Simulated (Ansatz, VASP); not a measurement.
# Two plane-wave programs on HfWS4

```xyz
6
Lattice="4.3106 0.0000 0.0000 -2.1553 3.7331 0.0000 0.0000 0.0000 5.9000" Properties=species:S:1:pos:R:3 pbc="T T T"
Hf    0.0000    0.0000    2.9500
W     0.0000    0.0000    0.0000
S     0.0000    2.4887    4.4888
S     0.0000    2.4887    1.4113
S     2.1553    1.2444    4.4888
S     2.1553    1.2444    1.4113
```

Change from the starting cell: species swapped into the NbVB4 type (P6/mmm, No. 191).

Alike in both runs: functional PBE; k mesh 6 × 6 × 2; occupations gaussian, width 0.1 eV; collinear spin.

Ansatz relaxed the structure, and its values are those at the end. VASP's run is a single point on that final structure, the one shown.

|  | VASP | Ansatz |
| --- | --- | --- |
| version | VASP 6.6.1 | Ansatz 0.2.0 |
| potentials or method | VASP PAW PBE potentials, release 64 (Hf_pv, W_sv, S), cutoff 520 eV | scalar-relativistic, plane waves, PAW |
| valence electrons in the cell | 48 | 64 |

|  | VASP | Ansatz | Ansatz less VASP |
| --- | --- | --- | --- |
| gap on the k mesh at the Fermi level (eV) | none | none | - |
| pressure (GPa) | -0.4 | 0.1 | +0.50 |
| rms of the force components (eV/Å) | 0.008 | 0.006 | -0.0021 |

A gap of «none» marks a metal or a gap that the smearing closes. With one functional, cell and mesh, what is left measures potentials, basis and numerics. VASP's potentials hold 48 valence electrons a cell and Ansatz's 64, so a difference there can come from the potentials and not from the codes. Ansatz's warnings: no starting moments.

The k mesh is coarse, so the values compare programs but aren't converged. Neither program's run includes spin-orbit coupling.
